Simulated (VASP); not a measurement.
# AgO (F-43m) in VASP: further runs

Runs on AgO. Level: LDA. Tasks: relaxation of cell and atoms.

All numbers are computed with VASP 6.6.1; they aren't measurements. Logs are shortened: lines on timing, memory, paths and dates and some standing lists are left out, and cuts for length are marked.

**1. The cell of the first run**

Symmetry: F-43m, No. 216, cubic system. The conventional cell has a = 4.816 Å, b = 4.816 Å, c = 4.816 Å, α = 90.00°, β = 90.00°, γ = 90.00°. Ag (site symmetry -43m) has 4 O at 2.09 Å within 2.8 Å. O (site symmetry -43m) has 4 Ag at 2.09 Å within 2.8 Å.

**2. Relaxation of cell and atoms, LDA**

File INCAR:

```
ALGO = Normal
EDIFF = 1E-6
EDIFFG = -0.005
ENCUT = 600
IBRION = 2
ISIF = 3
ISMEAR = 0
LASPH = T
LCHARG = F
LREAL = F
LWAVE = F
NELM = 100
NSW = 100
PREC = Accurate
SIGMA = 0.1
```

File KPOINTS:

```
k-points
0
Gamma
  16 16 16
```

File POSCAR:

```
AgO
1.0
    0.0000000000      2.4080000000      2.4080000000
    2.4080000000      0.0000000000      2.4080000000
    2.4080000000      2.4080000000      0.0000000000
Ag O
1 1
Direct
    0.0000000000      0.0000000000      0.0000000000
    0.7500000000      0.7500000000      0.7500000000
```

Potentials or basis: VASP PAW LDA potentials, release 64 (Ag, O).

On the command line:

```sh
$ cat potpaw_LDA.64/Ag/POTCAR potpaw_LDA.64/O/POTCAR > POTCAR
$ mpirun -np 1 vasp_std > vasp.out
```

OUTCAR:

```text
EDIFF = 1E-6
   EDIFFG = -0.005
   ENCUT = 600
   IBRION = 2
   ISIF = 3
   ISMEAR = 0
   LASPH = T
   LREAL = F
   NELM = 100
   NSW = 100
   PREC = Accurate

 ion  position               nearest neighbor table
   1  0.000  0.000  0.000-   2 2.09   2 2.09   2 2.09   2 2.09
   2  0.750  0.750  0.750-   1 2.09   1 2.09   1 2.09   1 2.09

  LATTYP: Found a face centered cubic cell.
 ALAT       =     4.8160000000

  Lattice vectors:

 A1 = (   0.0000000000,   2.4080000000,   2.4080000000)
 A2 = (   2.4080000000,   0.0000000000,   2.4080000000)
 A3 = (   2.4080000000,   2.4080000000,   0.0000000000)

Analysis of symmetry for initial positions (statically):
=====================================================================
 Subroutine PRICEL returns:
 Original cell was already a primitive cell.

 Routine SETGRP: Setting up the symmetry group for a
 face centered cubic supercell.

 Subroutine GETGRP returns: Found 24 space group operations
 (whereof 24 operations were pure point group operations)
 out of a pool of 48 trial point group operations.

The static configuration has the point symmetry T_d .

Analysis of symmetry for dynamics (positions and initial velocities):
=====================================================================
 Subroutine PRICEL returns:
 Original cell was already a primitive cell.

 Routine SETGRP: Setting up the symmetry group for a
 face centered cubic supercell.

 Subroutine GETGRP returns: Found 24 space group operations
 (whereof 24 operations were pure point group operations)
 out of a pool of 48 trial point group operations.

The dynamic configuration has the point symmetry T_d .

 Subroutine INISYM returns: Found 24 space group operations
 (whereof 24 operations are pure point group operations),
 and found     1 'primitive' translations

----------------------------------------------------------------------------------------

                                     Primitive cell

  volume of cell :      27.9254

  direct lattice vectors                    reciprocal lattice vectors
     0.000000000  2.408000000  2.408000000    -0.207641196  0.207641196  0.207641196
     2.408000000  0.000000000  2.408000000     0.207641196 -0.207641196  0.207641196
     2.408000000  2.408000000  0.000000000     0.207641196  0.207641196 -0.207641196

  length of vectors
     3.405426258  3.405426258  3.405426258     0.359645101  0.359645101  0.359645101

  position of ions in fractional coordinates (direct lattice)
     0.000000000  0.000000000  0.000000000
     0.750000000  0.750000000  0.750000000

  ion indices of the primitive-cell ions
   primitive index   ion index
                 1           1
                 2           2

----------------------------------------------------------------------------------------

 KPOINTS: k-points

Automatic generation of k-mesh.
 Grid dimensions read from file:
 generate k-points for:   16   16   16

 Generating k-lattice:

  Cartesian coordinates                     Fractional coordinates (reciprocal lattice)
    -0.012977575  0.012977575  0.012977575     0.062500000  0.000000000  0.000000000
     0.012977575 -0.012977575  0.012977575     0.000000000  0.062500000  0.000000000
     0.012977575  0.012977575 -0.012977575     0.000000000  0.000000000  0.062500000

  Length of vectors
     0.022477819  0.022477819  0.022477819

  Shift w.r.t. Gamma in fractional coordinates (k-lattice)
     0.000000000  0.000000000  0.000000000

 Subroutine IBZKPT returns following result:
 ===========================================

 Found    145 irreducible k-points:

 Following reciprocal coordinates:
            Coordinates               Weight
  0.000000  0.000000  0.000000      1.000000
  0.062500  0.000000  0.000000      8.000000
  0.125000  0.000000  0.000000      8.000000
  0.187500  0.000000  0.000000      8.000000
  0.250000  0.000000  0.000000      8.000000
  0.312500  0.000000  0.000000      8.000000
[... 16 lines left out ...]
 -0.125000  0.062500  0.000000     24.000000
 -0.062500  0.062500  0.000000     12.000000
 [... further k-points ...]
   k-points           NKPTS =    145   k-points in BZ     NKDIM =    145   number of bands    NBANDS=     12
   number of dos      NEDOS =    301   number of ions     NIONS =      2
   total plane-waves  NPLWV =  21952
   dimension x,y,z NGX =    28 NGY =   28 NGZ =   28
   dimension x,y,z NGXF=    56 NGYF=   56 NGZF=   56
   ions per type =               1   1
   NGX,Y,Z   is equivalent  to a cutoff of  13.67, 13.67, 13.67 a.u.
   NGXF,Y,Z  is equivalent  to a cutoff of  27.34, 27.34, 27.34 a.u.
 SYSTEM =  unknown system
   PREC   = accura    normal or accurate (medium, high low for compatibility)
   ISTART =      0    job   : 0-new  1-cont  2-samecut
   ICHARG =      2    charge: 1-file 2-atom 10-const
   ISPIN  =      1    spin polarized calculation?
   LNONCOLLINEAR =      F non collinear calculations
   LSORBIT =      F    spin-orbit coupling
   LASPH  =      T    aspherical Exc in radial PAW
   ENCUT  =  600.0 eV  44.10 Ry    6.64 a.u.   6.80  6.80  6.80*2*pi/ulx,y,z
   NELM   =    100;   NELMIN=  2; NELMDL= -5     # of ELM steps
   EDIFF  = 0.1E-05   stopping-criterion for ELM
   LREAL  =      F    real-space projection
   EDIFFG = -.5E-02   stopping-criterion for IOM
   NSW    =    100    number of steps for IOM
   IBRION =      2    ionic relax: 0-MD 1-quasi-New 2-CG
   NFREE  =      1    steps in history (QN), initial steepest desc. (CG)
   ISIF   =      3    stress and relaxation
   ISYM   =      2    0-nonsym 1-usesym 2-fastsym
   POTIM  = 0.5000    time-step for ionic-motion
   TEBEG  =    0.0;   TEEND  =   0.0 temperature during run
   PSTRESS=    0.0 pullay stress
   NELECT =      17.0000    total number of electrons
   NUPDOWN=      -1.0000    fix difference up-down
   EMIN   =  10.00;   EMAX   =-10.00  energy-range for DOS
   EFERMI =   0.00;   METHOD = LEGACY
   ISMEAR =     0;   SIGMA  =   0.10  broadening in eV -4-tet -1-fermi 0-gaus
   EFERMI_NEDOS =   21; number of points for ismear=-14 and -15
   IALGO  =     38    algorithm
   IMIX   =      4    mixing-type and parameters
     AMIX     =   0.40;   BMIX     =  1.00
     AMIX_MAG =   1.60;   BMIX_MAG =  1.00
  volume/ion in A,a.u.               =      13.96        94.22
  Fermi-wavevector in a.u.,A,eV,Ry     =   1.387473  2.621944 26.192336  1.925082
  Thomas-Fermi vector in A             =   2.511691
   LORBIT       =      0    0 simple, 1 ext, 2 COOP (PROOUT), +10 PAW based schemes
   GGA     = CA    functional components
   LHFCALC =     F    Hartree Fock is set to
   AEXX    =    0.0000 exact exchange contribution
   IVDW    =     0    specifies the selected vdW correction
   LEPSILON=     F    determine dielectric tensor
   LRPA    =     F    only Hartree local field effects (RPA)
 conjugate gradient relaxation of ions
 non-spin polarized calculation
 Gauss-broadening in eV      SIGMA  =   0.10
  energy-cutoff  :      600.00
  volume of cell :       27.93
 maximum number of plane-waves:       950
   NGX = 13   NGY = 13   NGZ = 13

--------------------------------------- Ionic step        1  -------------------------------------------

 number of electron      16.9999997 magnetization

 Free energy of the ion-electron system (eV)
  ---------------------------------------------------
  ext. energy  EPLUGINS =         0.00000000
  ---------------------------------------------------
  free energy    TOTEN  =        -8.98426022 eV

  energy without entropy =       -8.97344333  energy(sigma->0) =       -8.97885178

------------------------ aborting loop because EDIFF is reached ----------------------------------------

  FORCE on cell =-STRESS in cart. coord.  units (eV):
  Direction    XX          YY          ZZ          XY          YZ          ZX
  --------------------------------------------------------------------------------------
  -------------------------------------------------------------------------------------
  Total        0.9915850      0.9915850      0.9915850      0.0000000      0.0000000      0.0000000
  in kB       56.8906725     56.8906725     56.8906725      0.0000000      0.0000000      0.0000000
  external PRESSURE =      56.8906725 kB  Pullay stress =       0.0000000 kB

 VOLUME and BASIS-vectors are now :
 -----------------------------------------------------------------------------
  energy-cutoff  :      600.00
  volume of cell :       27.93
      direct lattice vectors                 reciprocal lattice vectors
     0.000000000  2.408000000  2.408000000    -0.207641196  0.207641196  0.207641196
     2.408000000  0.000000000  2.408000000     0.207641196 -0.207641196  0.207641196
     2.408000000  2.408000000  0.000000000     0.207641196  0.207641196 -0.207641196
[... 37 lines left out ...]
 POSITION                                       TOTAL-FORCE (eV/Angst)
 -----------------------------------------------------------------------------------
      2.46560      2.46560      0.00000         0.000000      0.000000     -0.000000
      3.69839      3.69839      3.69839        -0.000000     -0.000000      0.000000
 -----------------------------------------------------------------------------------
    total drift:                               -0.000000     -0.000000     -0.000000

  FREE ENERGIE OF THE ION-ELECTRON SYSTEM (eV)
  ---------------------------------------------------
  free  energy   TOTEN  =        -8.9944707659 eV

  energy  without entropy=       -8.9825833289  energy(sigma->0) =       -8.98852705

--------------------------------------- Ionic step        3  -------------------------------------------

 number of electron      17.0000004 magnetization

 Free energy of the ion-electron system (eV)
  ---------------------------------------------------
  ext. energy  EPLUGINS =         0.00000000
  ---------------------------------------------------
  free energy    TOTEN  =        -9.00425023 eV

  energy without entropy =       -8.99282291  energy(sigma->0) =       -8.99853657

 E-fermi :   4.1191     XC(G=0): -11.3186

 val. band max:        4.1172571592   @ k =   0.1250   0.0000   0.0000
 cond. band min:       4.1215677425   @ k =  -0.1875   0.1250   0.0000
 fundamental gap:      0.0043105832
 Fermi energy:         4.1191435759

 k-point     1 :       0.0000    0.0000    0.0000
  band No.  band energies     occupation
      1     -13.7328      2.00000
      2      -1.6454      2.00000
      3      -1.6454      2.00000
      4      -1.6454      2.00000
      5       0.9927      2.00000
      6       0.9927      2.00000
      7       4.3613      0.00062
      8       4.9880      0.00000
      9       4.9880      0.00000
     10       4.9880      0.00000
     11      17.8683      0.00000
     12      17.8683      0.00000

 k-point     2 :       0.0625    0.0000    0.0000
  band No.  band energies     occupation
      1     -13.7191      2.00000
      2      -1.6583      2.00000
      3      -1.6269      2.00000
      4      -1.6269      2.00000
      5       0.9869      2.00000
      6       0.9869      2.00000
      7       4.3214      0.00423
      8       4.9638      0.00000
      9       4.9638      0.00000
     10       5.0701      0.00000
     11      17.4043      0.00000
     12      17.9031      0.00000
[... 316 lines left out ...]
 k-point    24 :      -0.0625    0.0625    0.0000
  band No.  band energies     occupation
      1     -13.6969      2.00000
      2      -1.6821      2.00000
      3      -1.6041      2.00000
      4      -1.5825      2.00000
      5       0.9581      2.00000
      6       0.9989      2.00000
      7       4.2401      0.08725
      8       4.8513      0.00000
      9       4.9527      0.00000
     10       5.2605      0.00000
     11      16.9434      0.00000
     12      17.5865      0.00000

 [... further k-points ...]
[... 5 lines left out ...]
  --------------------------------------------------------------------------------------
  -------------------------------------------------------------------------------------
  Total       -0.0034100     -0.0034100     -0.0034100      0.0000000      0.0000000     -0.0000000
  in kB       -0.1877387     -0.1877387     -0.1877387      0.0000000      0.0000000     -0.0000000
  external PRESSURE =      -0.1877387 kB  Pullay stress =       0.0000000 kB

 VOLUME and BASIS-vectors are now :
 -----------------------------------------------------------------------------
  energy-cutoff  :      600.00
  volume of cell :       29.10
      direct lattice vectors                 reciprocal lattice vectors
     0.000000000  2.441335614  2.441335614    -0.204805926  0.204805926  0.204805926
     2.441335614  0.000000000  2.441335614     0.204805926 -0.204805926  0.204805926
     2.441335614  2.441335614  0.000000000     0.204805926  0.204805926 -0.204805926

 POSITION                                       TOTAL-FORCE (eV/Angst)
 -----------------------------------------------------------------------------------
      0.00000      0.00000      0.00000        -0.000000     -0.000000     -0.000000
      3.66200      3.66200      3.66200         0.000000      0.000000      0.000000
 -----------------------------------------------------------------------------------
    total drift:                                0.000000      0.000000     -0.000000

  FREE ENERGIE OF THE ION-ELECTRON SYSTEM (eV)
  ---------------------------------------------------
  free  energy   TOTEN  =        -9.0042502309 eV

  energy  without entropy=       -8.9928229117  energy(sigma->0) =       -8.99853657

 reached required accuracy - stopping structural energy minimisation
```

Wall time 66 s (1 thread of AMD EPYC 9R45 (Zen 5), shared host); peak memory 0.17 GiB.

Results:

```
Free energy                            : -9.0043 eV
Relaxed volume                         : 14.55 Å³/atom
Relaxed cell                           : a = 3.453 Å, b = 3.453 Å, c = 3.453 Å, α = 60.00°, β = 60.00°, γ = 60.00°
Space group after relaxing (to 0.05 Å) : F-43m (No. 216)
Energy gained by relaxing              : 10.0 meV/atom
Ionic steps                            : 3
Pressure after relaxing                : 0.0 GPa
```

The path:
```csv
step,energy change (eV),largest force (eV/Å),pressure (GPa),volume (Å³)
1,0.0000,0.0000,5.69,27.93
2,-0.0102,0.0000,-3.48,29.98
3,-0.0200,0.0000,-0.02,29.10
```

Final structure:
```xyz
2
Lattice="0.0000 2.4413 2.4413 2.4413 0.0000 2.4413 2.4413 2.4413 0.0000" Properties=species:S:1:pos:R:3 pbc="T T T"
Ag    0.0000    0.0000    0.0000
O     3.6620    3.6620    3.6620
```

Levels at points of the mesh, in eV from the Fermi level:
```csv
k point,band 5,band 6,band 7,band 8,band 9,band 10,band 11,band 12
"(0.00, 0.00, 0.00)",-3.13,-3.13,0.24,0.87,0.87,0.87,13.75,13.75
"(0.50, 0.00, 0.00)",-2.94,-2.94,-2.75,-0.03,-0.03,5.32,6.80,13.66
"(0.50, 0.50, 0.00)",-3.31,-2.78,-1.81,-1.37,-1.37,5.94,8.77,11.30
```

Caveat: an odd number of electrons without spin polarisation forces a metal; a magnetic or distorted state may lie lower.

**3. Relaxation of cell and atoms, LDA**

This run uses another cell than the first one, of 14.55 Å³/atom, 1.042 times its volume.

File INCAR:

```
SYSTEM = AgO
  PREC = Accurate
  ENCUT = 600
  EDIFF = 1E-7
  ISMEAR = -1
  SIGMA = 0.15
  LREAL = .False.
  LASPH = .True.
  NELM = 80
  ALGO = Normal
  ISIF = 3
  LWAVE = .False.
  LCHARG = .False.
  IBRION = 2
  NSW = 80
  EDIFFG = -0.001
```

File KPOINTS:

```
Automatic mesh
0
Gamma
  16 16 16
  0 0 0
```

File POSCAR:

```
AgO
1.0
    0.0000000000      2.4412689455      2.4412689455
    2.4412689455      0.0000000000      2.4412689455
    2.4412689455      2.4412689455      0.0000000000
Ag O
1 1
Direct
    0.0000000000      0.0000000000      0.0000000000
    0.7500000000      0.7500000000      0.7500000000
```

Potentials or basis: VASP PAW LDA potentials, release 64 (Ag, O).

On the command line:

```sh
$ cat potpaw_LDA.64/Ag/POTCAR potpaw_LDA.64/O/POTCAR > POTCAR
$ mpirun -np 1 vasp_std > vasp.out
```

OUTCAR:

```text
SYSTEM = AgO
   PREC = Accurate
   ENCUT = 600
   EDIFF = 1E-7
   ISMEAR = -1
   LREAL = .False.
   LASPH = .True.
   NELM = 80
   ISIF = 3
   IBRION = 2
   NSW = 80
   EDIFFG = -0.001

 ion  position               nearest neighbor table
   1  0.000  0.000  0.000-   2 2.11   2 2.11   2 2.11   2 2.11
   2  0.750  0.750  0.750-   1 2.11   1 2.11   1 2.11   1 2.11

  LATTYP: Found a face centered cubic cell.
 ALAT       =     4.8825378910

  Lattice vectors:

 A1 = (   0.0000000000,   2.4412689455,   2.4412689455)
 A2 = (   2.4412689455,   0.0000000000,   2.4412689455)
 A3 = (   2.4412689455,   2.4412689455,   0.0000000000)

Analysis of symmetry for initial positions (statically):
=====================================================================
 Subroutine PRICEL returns:
 Original cell was already a primitive cell.
[... 265 lines left out ...]
      5       0.9567      2.00000
      6       0.9567      2.00000
      7       4.3268      0.41315
      8       4.9504      0.00812
      9       4.9504      0.00812
     10       4.9504      0.00812
     11      17.8133      0.00000
     12      17.8133      0.00000
[... 331 lines left out ...]
 k-point    24 :      -0.0625    0.0625    0.0000
  band No.  band energies     occupation
      1     -13.7027      2.00000
      2      -1.6961      2.00000
      3      -1.6187      2.00000
      4      -1.5971      2.00000
      5       0.9224      2.00000
      6       0.9628      2.00000
      7       4.2018      0.74945
      8       4.8142      0.02001
      9       4.9151      0.01026
     10       5.2260      0.00130
     11      16.8904      0.00000
     12      17.5323      0.00000

 [... further k-points ...]

------------------------ aborting loop because EDIFF is reached ----------------------------------------

  FORCE on cell =-STRESS in cart. coord.  units (eV):
  Direction    XX          YY          ZZ          XY          YZ          ZX
  --------------------------------------------------------------------------------------
  -------------------------------------------------------------------------------------
  Total       -0.0000621     -0.0000621     -0.0000621      0.0000000      0.0000000      0.0000000
  in kB       -0.0034099     -0.0034099     -0.0034099      0.0000000      0.0000000      0.0000000
  external PRESSURE =      -0.0034099 kB  Pullay stress =       0.0000000 kB
[... 17 lines left out ...]
  FREE ENERGIE OF THE ION-ELECTRON SYSTEM (eV)
  ---------------------------------------------------
  free  energy   TOTEN  =        -9.0792502584 eV

  energy  without entropy=       -8.9311966841  energy(sigma->0) =       -9.00522347

 reached required accuracy - stopping structural energy minimisation
```

CONTCAR:

```text
AgO
   1.00000000000000
    -0.0000000000000000    2.4438054988262805    2.4438054988262805
     2.4438054988262805    0.0000000000000000    2.4438054988262805
     2.4438054988262805    2.4438054988262805    0.0000000000000000
  Ag              O
     1     1
Direct
     0.0000000000000000    0.0000000000000000    0.0000000000000000
     0.7500000000000000    0.7500000000000000    0.7500000000000000

  0.00000000E+00  0.00000000E+00  0.00000000E+00
  0.00000000E+00  0.00000000E+00  0.00000000E+00
```

Run time: 63 s. Hardware: 1 thread of AMD EPYC 9R45 (Zen 5), shared host; peak memory 0.17 GiB.

What came out:

- Free energy: -9.0793 eV
- Relaxed volume: 14.59 Å³/atom
- Relaxed cell: a = 3.456 Å, b = 3.456 Å, c = 3.456 Å, α = 60.00°, β = 60.00°, γ = 60.00°
- Space group after relaxing (to 0.05 Å): F-43m (No. 216)
- Energy gained by relaxing: 0.1 meV/atom
- Ionic steps: 3
- Pressure after relaxing: 0.0 GPa

The path:
```
step  energy change (eV)  largest force (eV/Å)  pressure (GPa)  volume (Å³)
   1              0.0000                0.0000            0.38        29.10
   2             -0.0001                0.0000           -0.24        29.25
   3             -0.0001                0.0000            0.00        29.19
```

Final structure:
```
Ag O
1.0
     0.00000    2.44381    2.44381
     2.44381    0.00000    2.44381
     2.44381    2.44381    0.00000
Ag O
1 1
Direct
  0.00000 0.00000 0.00000
  0.75000 0.75000 0.75000
```

Levels at points of the mesh, in eV from the Fermi level:
| k point | band 6 | band 7 | band 8 | band 9 | band 10 | band 11 | band 12 |
| --- | --- | --- | --- | --- | --- | --- | --- |
| (0.00, 0.00, 0.00) | -3.17 | 0.20 | 0.83 | 0.83 | 0.83 | 13.69 | 13.69 |
| (0.50, 0.00, 0.00) | -2.99 | -2.79 | -0.08 | -0.08 | 5.27 | 6.76 | 13.60 |
| (0.50, 0.50, 0.00) | -2.83 | -1.85 | -1.41 | -1.41 | 5.89 | 8.71 | 11.25 |

Caveat: an odd number of electrons without spin polarisation forces a metal; a magnetic or distorted state may lie lower.
